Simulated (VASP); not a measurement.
# ZnS (I-4m2) in VASP: a series of runs

ZnS is run at these levels: PBE; tasks: single point.

Everything below comes from runs of VASP 6.6.1. Logs are shortened: lines on timing, memory, paths and dates and some standing lists are left out, and cuts for length are marked.

## 1. The cell of the first run

The structure is tetragonal, space group I-4m2 (No. 119). The conventional cell has a = 3.519 Å, b = 3.519 Å, c = 5.409 Å, α = 90.00°, β = 90.00°, γ = 90.00°. Zn (site symmetry -4m2) has 4 S at 2.22 Å within 2.9 Å. S (site symmetry -4m2) has 4 Zn at 2.22 Å within 2.9 Å.

## 2. Single point, PBE (strain -0.080 along x and y, +0.000 along z)

INCAR

```
SYSTEM = ZnS
PREC = Accurate
ENCUT = 520
EDIFF = 1E-7
ISMEAR = 0
SIGMA = 0.05
LREAL = .FALSE.
LASPH = .TRUE.
NELM = 60
ALGO = Normal
ISIF = 2
LWAVE = .FALSE.
LCHARG = .FALSE.
GGA = PE
NBANDS = 16
```

KPOINTS

```
Automatic mesh
0
G
  10 10 10
  0 0 0
```

POSCAR

```
ZnS
1.0
    0.0000000000      2.4882780000      2.7046500000
    2.4882780000      0.0000000000      2.7046500000
    2.4882780000      2.4882780000      0.0000000000
Zn S
1 1
Direct
    0.0000000000      0.0000000000      0.0000000000
    0.7500000000      0.7500000000      0.7500000000
```

Potentials or basis: VASP PAW PBE potentials, release 64 (Zn, S).

Started as:

```sh
cat potpaw_PBE.64/Zn/POTCAR potpaw_PBE.64/S/POTCAR > POTCAR
mpirun -np 1 vasp_std > vasp.out
```

OUTCAR:

```text
SYSTEM = ZnS
   PREC = Accurate
   ENCUT = 520
   EDIFF = 1E-7
   ISMEAR = 0
   LREAL = .FALSE.
   LASPH = .TRUE.
   NELM = 60
   ISIF = 2
   GGA = PE

 ion  position               nearest neighbor table
   1  0.000  0.000  0.000-   2 2.22   2 2.22   2 2.22   2 2.22
   2  0.750  0.750  0.750-   1 2.22   1 2.22   1 2.22   1 2.22

  LATTYP: Found a body centered tetragonal cell.
 ALAT       =     3.5189564946
 C/A-ratio  =     1.5371886548

  Lattice vectors:

 A1 = (  -2.4882780000,   0.0000000000,   2.7046500000)
 A2 = (   2.4882780000,   0.0000000000,   2.7046500000)
 A3 = (   0.0000000000,   2.4882780000,  -2.7046500000)

Analysis of symmetry for initial positions (statically):
=====================================================================
 Subroutine PRICEL returns:
 Original cell was already a primitive cell.

 Routine SETGRP: Setting up the symmetry group for a
 body centered tetragonal supercell.

 Subroutine GETGRP returns: Found  8 space group operations
 (whereof  8 operations were pure point group operations)
 out of a pool of 16 trial point group operations.

The static configuration has the point symmetry D_2d.

Analysis of symmetry for dynamics (positions and initial velocities):
=====================================================================
 Subroutine PRICEL returns:
 Original cell was already a primitive cell.

 Routine SETGRP: Setting up the symmetry group for a
 body centered tetragonal supercell.

 Subroutine GETGRP returns: Found  8 space group operations
 (whereof  8 operations were pure point group operations)
 out of a pool of 16 trial point group operations.

The dynamic configuration has the point symmetry D_2d.

 Subroutine INISYM returns: Found  8 space group operations
 (whereof  8 operations are pure point group operations),
 and found     1 'primitive' translations

----------------------------------------------------------------------------------------

                                     Primitive cell

  volume of cell :      33.4918

  direct lattice vectors                    reciprocal lattice vectors
     0.000000000  2.488278000  2.704650000    -0.200942178  0.200942178  0.184866803
     2.488278000  0.000000000  2.704650000     0.200942178 -0.200942178  0.184866803
     2.488278000  2.488278000  0.000000000     0.200942178  0.200942178 -0.184866803

  length of vectors
     3.675140681  3.675140681  3.518956495     0.339015121  0.339015121  0.339015121

  position of ions in fractional coordinates (direct lattice)
     0.000000000  0.000000000  0.000000000
     0.750000000  0.750000000  0.750000000

  ion indices of the primitive-cell ions
   primitive index   ion index
                 1           1
                 2           2

----------------------------------------------------------------------------------------

 KPOINTS: Automatic mesh

Automatic generation of k-mesh.
 Grid dimensions read from file:
 generate k-points for:   10   10   10

 Generating k-lattice:

  Cartesian coordinates                     Fractional coordinates (reciprocal lattice)
    -0.020094218  0.020094218  0.018486680     0.100000000 -0.000000000  0.000000000
     0.020094218 -0.020094218  0.018486680    -0.000000000  0.100000000  0.000000000
     0.020094218  0.020094218 -0.018486680     0.000000000  0.000000000  0.100000000

  Length of vectors
     0.033901512  0.033901512  0.033901512

  Shift w.r.t. Gamma in fractional coordinates (k-lattice)
     0.000000000  0.000000000  0.000000000

 Subroutine IBZKPT returns following result:
 ===========================================

 Found    102 irreducible k-points:

 Following reciprocal coordinates:
            Coordinates               Weight
  0.000000  0.000000  0.000000      1.000000
  0.100000  0.000000  0.000000      8.000000
  0.200000  0.000000  0.000000      8.000000
  0.300000 -0.000000  0.000000      8.000000
  0.400000 -0.000000  0.000000      8.000000
  0.500000 -0.000000  0.000000      4.000000
[... 16 lines left out ...]
  0.300000  0.300000  0.000000      2.000000
  0.400000  0.300000  0.000000      8.000000
 [... further k-points ...]
   k-points           NKPTS =    102   k-points in BZ     NKDIM =    102   number of bands    NBANDS=     16
   number of dos      NEDOS =    301   number of ions     NIONS =      2
   total plane-waves  NPLWV =  21952
   dimension x,y,z NGX =    28 NGY =   28 NGZ =   28
   dimension x,y,z NGXF=    56 NGYF=   56 NGZF=   56
   ions per type =               1   1
   NGX,Y,Z   is equivalent  to a cutoff of  12.67, 12.67, 13.23 a.u.
   NGXF,Y,Z  is equivalent  to a cutoff of  25.33, 25.33, 26.46 a.u.
 SYSTEM =  ZnS
   PREC   = accura    normal or accurate (medium, high low for compatibility)
   ISTART =      0    job   : 0-new  1-cont  2-samecut
   ICHARG =      2    charge: 1-file 2-atom 10-const
   ISPIN  =      1    spin polarized calculation?
   LNONCOLLINEAR =      F non collinear calculations
   LSORBIT =      F    spin-orbit coupling
   LASPH  =      T    aspherical Exc in radial PAW
   ENCUT  =  520.0 eV  38.22 Ry    6.18 a.u.   6.83  6.83  6.54*2*pi/ulx,y,z
   NELM   =     60;   NELMIN=  2; NELMDL= -5     # of ELM steps
   EDIFF  = 0.1E-06   stopping-criterion for ELM
   LREAL  =      F    real-space projection
   EDIFFG = 0.1E-05   stopping-criterion for IOM
   NSW    =      0    number of steps for IOM
   IBRION =     -1    ionic relax: 0-MD 1-quasi-New 2-CG
   NFREE  =      0    steps in history (QN), initial steepest desc. (CG)
   ISIF   =      2    stress and relaxation
   ISYM   =      2    0-nonsym 1-usesym 2-fastsym
   POTIM  = 0.5000    time-step for ionic-motion
   TEBEG  =    0.0;   TEEND  =   0.0 temperature during run
   PSTRESS=    0.0 pullay stress
   NELECT =      18.0000    total number of electrons
   NUPDOWN=      -1.0000    fix difference up-down
   EMIN   =  10.00;   EMAX   =-10.00  energy-range for DOS
   EFERMI =   0.00;   METHOD = LEGACY
   ISMEAR =     0;   SIGMA  =   0.05  broadening in eV -4-tet -1-fermi 0-gaus
   EFERMI_NEDOS =   21; number of points for ismear=-14 and -15
   IALGO  =     38    algorithm
   IMIX   =      4    mixing-type and parameters
     AMIX     =   0.40;   BMIX     =  1.00
     AMIX_MAG =   1.60;   BMIX_MAG =  1.00
  volume/ion in A,a.u.               =      16.75       113.01
  Fermi-wavevector in a.u.,A,eV,Ry     =   1.331024  2.515272 24.104437  1.771626
  Thomas-Fermi vector in A             =   2.460067
   LORBIT       =      0    0 simple, 1 ext, 2 COOP (PROOUT), +10 PAW based schemes
   GGA     = PE    functional components
   LHFCALC =     F    Hartree Fock is set to
   AEXX    =    0.0000 exact exchange contribution
   IVDW    =     0    specifies the selected vdW correction
   LEPSILON=     F    determine dielectric tensor
   LRPA    =     F    only Hartree local field effects (RPA)
 non-spin polarized calculation
 Gauss-broadening in eV      SIGMA  =   0.05
  energy-cutoff  :      520.00
  volume of cell :       33.49
 maximum number of plane-waves:       918
   NGX = 13   NGY = 13   NGZ = 13

 number of electron      18.0000008 magnetization

 Free energy of the ion-electron system (eV)
  ---------------------------------------------------
  ext. energy  EPLUGINS =         0.00000000
  ---------------------------------------------------
  free energy    TOTEN  =        -6.47448406 eV

  energy without entropy =       -6.47448406  energy(sigma->0) =       -6.47448406

 E-fermi :   4.1549     XC(G=0): -10.4307

 val. band max:        3.9092641581   @ k =   0.0000   0.0000   0.0000
 cond. band min:       6.6095449121   @ k =   0.5000   0.0000   0.5000
 fundamental gap:      2.7002807540
 Fermi energy:         4.1548630188

 k-point     1 :       0.0000    0.0000    0.0000
  band No.  band energies     occupation
      1     -10.6214      2.00000
      2      -3.3875      2.00000
      3      -3.3190      2.00000
      4      -3.3190      2.00000
      5      -2.6731      2.00000
      6      -2.6194      2.00000
[... 8 lines left out ...]
     15      16.5018      0.00000
     16      16.6549      0.00000

 k-point     2 :       0.1000    0.0000    0.0000
  band No.  band energies     occupation
      1     -10.5220      2.00000
      2      -3.3828      2.00000
      3      -3.3186      2.00000
      4      -3.2986      2.00000
      5      -2.6720      2.00000
      6      -2.6242      2.00000
[... 8 lines left out ...]
     15      15.8881      0.00000
     16      17.1581      0.00000

 k-point     3 :       0.2000    0.0000    0.0000
  band No.  band energies     occupation
      1     -10.2448      2.00000
      2      -3.3822      2.00000
      3      -3.2927      2.00000
      4      -3.2473      2.00000
      5      -2.6622      2.00000
      6      -2.6330      2.00000
[... 8 lines left out ...]
     15      15.1759      0.00000
     16      17.0192      0.00000

 k-point     4 :       0.3000   -0.0000    0.0000
  band No.  band energies     occupation
      1      -9.8598      2.00000
      2      -3.3404      2.00000
      3      -3.2476      2.00000
      4      -3.1902      2.00000
      5      -2.6338      2.00000
      6      -2.6332      2.00000
[... 8 lines left out ...]
     15      15.3061      0.00000
     16      16.5067      0.00000
[... 324 lines left out ...]
 k-point    22 :      -0.2000    0.2000    0.0000
  band No.  band energies     occupation
      1      -9.7026      2.00000
      2      -3.3642      2.00000
      3      -3.2215      2.00000
      4      -3.1581      2.00000
      5      -2.6753      2.00000
      6      -2.5535      2.00000
[... 8 lines left out ...]
     15      17.4080      0.00000
     16      18.3471      0.00000

 k-point    23 :       0.3000    0.3000    0.0000
  band No.  band energies     occupation
      1      -9.6974      2.00000
      2      -3.5487      2.00000
      3      -3.0414      2.00000
      4      -3.0414      2.00000
      5      -2.7526      2.00000
      6      -2.5642      2.00000
[... 8 lines left out ...]
     15      17.3643      0.00000
     16      21.7664      0.00000

 k-point    24 :       0.4000    0.3000    0.0000
  band No.  band energies     occupation
      1      -9.4275      2.00000
      2      -3.5363      2.00000
      3      -2.9789      2.00000
      4      -2.9778      2.00000
      5      -2.6959      2.00000
      6      -2.5592      2.00000
[... 8 lines left out ...]
     15      17.7006      0.00000
     16      20.6521      0.00000

 [... further k-points ...]
[... 5 lines left out ...]
  --------------------------------------------------------------------------------------
  -------------------------------------------------------------------------------------
  Total        4.2849497      4.2849497      3.6228730      0.0000000      0.0000000      0.0000000
  in kB      204.9828084    204.9828084    173.3104788      0.0000000      0.0000000      0.0000000
  external PRESSURE =     194.4253652 kB  Pullay stress =       0.0000000 kB

 VOLUME and BASIS-vectors are now :
 -----------------------------------------------------------------------------
  energy-cutoff  :      520.00
  volume of cell :       33.49
      direct lattice vectors                 reciprocal lattice vectors
     0.000000000  2.488278000  2.704650000    -0.200942178  0.200942178  0.184866803
     2.488278000  0.000000000  2.704650000     0.200942178 -0.200942178  0.184866803
     2.488278000  2.488278000  0.000000000     0.200942178  0.200942178 -0.184866803

 POSITION                                       TOTAL-FORCE (eV/Angst)
 -----------------------------------------------------------------------------------
      0.00000      0.00000      0.00000         0.000000      0.000000      0.000000
      3.73242      3.73242      4.05697        -0.000000     -0.000000     -0.000000
 -----------------------------------------------------------------------------------
    total drift:                                0.000001      0.000001     -0.000007

  FREE ENERGIE OF THE ION-ELECTRON SYSTEM (eV)
  ---------------------------------------------------
  free  energy   TOTEN  =        -6.4744840575 eV

  energy  without entropy=       -6.4744840575  energy(sigma->0) =       -6.47448406
```

Wall time 66 s (1 thread of Intel Xeon 6975P-C, shared host); peak memory 0.19 GiB.

Results:

```
Free energy            : -6.4745 eV
Pressure               : 19.4 GPa
Band gap on the k mesh : 2.70 eV, indirect (least direct gap 2.72 eV)
```

Levels at points of the mesh, in eV from the valence-band top:
```csv
k point,band 5,band 6,band 7,band 8,band 9,band 10,band 11,band 12,band 13,band 14
"(0.00, 0.00, 0.00)",-6.58,-6.53,-0.39,0.00,0.00,2.72,6.11,6.18,6.18,10.84
"(0.50, 0.00, 0.00)",-6.53,-6.44,-6.22,-1.53,-0.96,3.33,6.45,7.10,9.35,12.78
"(0.50, 0.50, 0.00)",-6.44,-6.41,-5.68,-2.63,-2.63,3.28,4.41,11.40,13.10,13.10
"(0.50, 0.00, 0.50)",-6.45,-6.22,-5.15,-3.25,-3.01,2.70,3.58,12.29,12.40,12.59
```

Caveat: the cell differs from its parent crystal (strain -0.080 along x and y, +0.000 along z).

## 3. Single point, PBE (strain -0.040 along x and y, -0.080 along z)

INCAR

```
SYSTEM = ZnS
PREC = Accurate
ENCUT = 520
EDIFF = 1E-7
ISMEAR = 0
SIGMA = 0.05
LREAL = .False.
LASPH = .True.
NELM = 100
ALGO = Normal
ISIF = 2
LWAVE = .False.
LCHARG = .True.
GGA = PE
LELF = .True.
LVHAR = .True.
NBANDS = 16
```

KPOINTS

```
regular mesh
0
Gamma
  10 10 10
  0 0 0
```

POSCAR

```
ZnS
1.0
    0.0000000000      2.5964640000      2.4882780000
    2.5964640000      0.0000000000      2.4882780000
    2.5964640000      2.5964640000      0.0000000000
Zn S
1 1
Direct
    0.0000000000      0.0000000000      0.0000000000
    0.7500000000      0.7500000000      0.7500000000
```

Potentials or basis: VASP PAW PBE potentials, release 64 (Zn, S).

Started as:

```sh
cat potpaw_PBE.64/Zn/POTCAR potpaw_PBE.64/S/POTCAR > POTCAR
mpirun -np 1 vasp_std > vasp.out
```

Wall time 60 s (1 thread of Intel Xeon 6975P-C, shared host); peak memory 0.19 GiB.

It converged, with:

```yaml
Free_energy: -6.4952 eV
Pressure: 19.4 GPa
Band_gap_on_the_k_mesh: 2.71 eV, indirect (least direct gap 2.75 eV)
```

Stress tensor (GPa, compression positive):
```
19.06  0.00  0.00
 0.00 19.06  0.00
 0.00  0.00 20.12
```

Levels at points of the mesh, in eV from the valence-band top:
| k point | band 7 | band 8 | band 9 | band 10 | band 11 | band 12 |
| --- | --- | --- | --- | --- | --- | --- |
| (0.00, 0.00, 0.00) | -0.15 | -0.15 | 0.00 | 2.75 | 6.13 | 6.13 |
| (0.50, 0.00, 0.00) | -6.21 | -1.36 | -1.09 | 3.47 | 6.47 | 6.94 |
| (0.50, 0.50, 0.00) | -5.15 | -3.14 | -3.14 | 2.71 | 3.56 | 12.51 |
| (0.50, 0.00, 0.50) | -5.41 | -2.94 | -2.81 | 2.99 | 4.01 | 11.95 |

Caveat: the cell differs from its parent crystal (strain -0.040 along x and y, -0.080 along z). A k mesh can miss the band edges.

## 4. Single point, PBE (strain -0.080 along x and y, +0.040 along z)

INCAR

```
SYSTEM = ZnS
PREC     = Accurate       ! precision mode
ENCUT    = 520            ! plane-wave cutoff, eV
EDIFF    = 1E-6           ! SCF threshold, eV
ISMEAR   = 0              ! smearing method
SIGMA    = 0.05           ! smearing width, eV
LREAL    = .FALSE.        ! projectors in reciprocal space
LASPH    = .TRUE.         ! aspherical terms in the spheres
NELM     = 80             ! most SCF steps
ALGO     = Normal         ! electronic algorithm
ISIF     = 2              ! what is computed and relaxed
LWAVE    = .FALSE.        ! write WAVECAR
LCHARG   = .FALSE.        ! write CHGCAR
GGA      = PE             ! functional
NBANDS   = 16             ! bands
```

KPOINTS

```
regular mesh
0
G
  10 10 10
  0 0 0
```

POSCAR

```
ZnS
1.0
    0.0000000000      2.4882780000      2.8128360000
    2.4882780000      0.0000000000      2.8128360000
    2.4882780000      2.4882780000      0.0000000000
Zn S
1 1
Direct
    0.0000000000      0.0000000000      0.0000000000
    0.7500000000      0.7500000000      0.7500000000
```

Potentials or basis: VASP PAW PBE potentials, release 64 (Zn, S).

Started as:

```sh
cat potpaw_PBE.64/Zn/POTCAR potpaw_PBE.64/S/POTCAR > POTCAR
mpirun -np 1 vasp_std > vasp.out
```

OUTCAR:

```text
SYSTEM = ZnS
   PREC = Accurate
   ENCUT = 520
   EDIFF = 1E-6
   ISMEAR = 0
   LREAL = .FALSE.
   LASPH = .TRUE.
   NELM = 80
   ISIF = 2
   GGA = PE

 ion  position               nearest neighbor table
   1  0.000  0.000  0.000-   2 2.25   2 2.25   2 2.25   2 2.25
   2  0.750  0.750  0.750-   1 2.25   1 2.25   1 2.25   1 2.25

  LATTYP: Found a body centered tetragonal cell.
 ALAT       =     3.5189564946
 C/A-ratio  =     1.5986762009

  Lattice vectors:

 A1 = (  -2.4882780000,   0.0000000000,   2.8128360000)
 A2 = (   2.4882780000,   0.0000000000,   2.8128360000)
 A3 = (   0.0000000000,   2.4882780000,  -2.8128360000)

Analysis of symmetry for initial positions (statically):
=====================================================================
 Subroutine PRICEL returns:
 Original cell was already a primitive cell.

 Routine SETGRP: Setting up the symmetry group for a
 body centered tetragonal supercell.

 Subroutine GETGRP returns: Found  8 space group operations
 (whereof  8 operations were pure point group operations)
[... 157 lines left out ...]
  ---------------------------------------------------
  ext. energy  EPLUGINS =         0.00000000
  ---------------------------------------------------
  free energy    TOTEN  =        -6.58859251 eV

  energy without entropy =       -6.58859251  energy(sigma->0) =       -6.58859251

 E-fermi :   3.7375     XC(G=0): -10.2447

 val. band max:        3.5307195937   @ k =   0.0000   0.0000   0.0000
 cond. band min:       5.9608004585   @ k =   0.0000   0.0000   0.0000
 fundamental gap:      2.4300808649
 Fermi energy:         3.7375154279

 k-point     1 :       0.0000    0.0000    0.0000
  band No.  band energies     occupation
      1     -10.7044      2.00000
      2      -3.6067      2.00000
      3      -3.5057      2.00000
      4      -3.5057      2.00000
      5      -2.9476      2.00000
      6      -2.8808      2.00000
[... 433 lines left out ...]
      3      -3.2000      2.00000
      4      -3.1968      2.00000
      5      -2.9737      2.00000
      6      -2.8367      2.00000
[... 8 lines left out ...]
     15      17.3397      0.00000
     16      19.8380      0.00000

 [... further k-points ...]
[... 5 lines left out ...]
  --------------------------------------------------------------------------------------
  -------------------------------------------------------------------------------------
  Total        3.3919975      3.3919975      2.1750415      0.0000000     -0.0000000      0.0000000
  in kB      156.0248948    156.0248948    100.0474276      0.0000000     -0.0000000      0.0000000
  external PRESSURE =     137.3657391 kB  Pullay stress =       0.0000000 kB

 VOLUME and BASIS-vectors are now :
 -----------------------------------------------------------------------------
  energy-cutoff  :      520.00
  volume of cell :       34.83
      direct lattice vectors                 reciprocal lattice vectors
     0.000000000  2.488278000  2.812836000    -0.200942178  0.200942178  0.177756542
     2.488278000  0.000000000  2.812836000     0.200942178 -0.200942178  0.177756542
     2.488278000  2.488278000  0.000000000     0.200942178  0.200942178 -0.177756542

 POSITION                                       TOTAL-FORCE (eV/Angst)
 -----------------------------------------------------------------------------------
      0.00000      0.00000      0.00000        -0.000000     -0.000000     -0.000000
      3.73242      3.73242      4.21925         0.000000      0.000000      0.000000
 -----------------------------------------------------------------------------------
    total drift:                                0.000001      0.000001     -0.000005

  FREE ENERGIE OF THE ION-ELECTRON SYSTEM (eV)
  ---------------------------------------------------
  free  energy   TOTEN  =        -6.5885925096 eV

  energy  without entropy=       -6.5885925096  energy(sigma->0) =       -6.58859251
```

stdout:

```text
POSCAR found type information on POSCAR ZnS
 POSCAR found :  2 types and       2 ions
 scaLAPACK will be used
 LDA part: xc-table for (Slater+PW92), standard interpolation
 POSCAR, INCAR and KPOINTS ok, starting setup
 FFT: planning ... GRIDC
 FFT: planning ... GRID_SOFT
 FFT: planning ... GRID
 WAVECAR not read
 entering main loop
```

Run time: 59 s. Hardware: 1 thread of Intel Xeon 6975P-C, shared host; peak memory 0.19 GiB.

Results:

- Free energy: -6.5886 eV
- Pressure: 13.7 GPa
- Band gap on the k mesh: 2.43 eV, direct

Caveat: the cell differs from its parent crystal (strain -0.080 along x and y, +0.040 along z). A k mesh can miss the band edges.

(Part 1 of 2 ends here.)
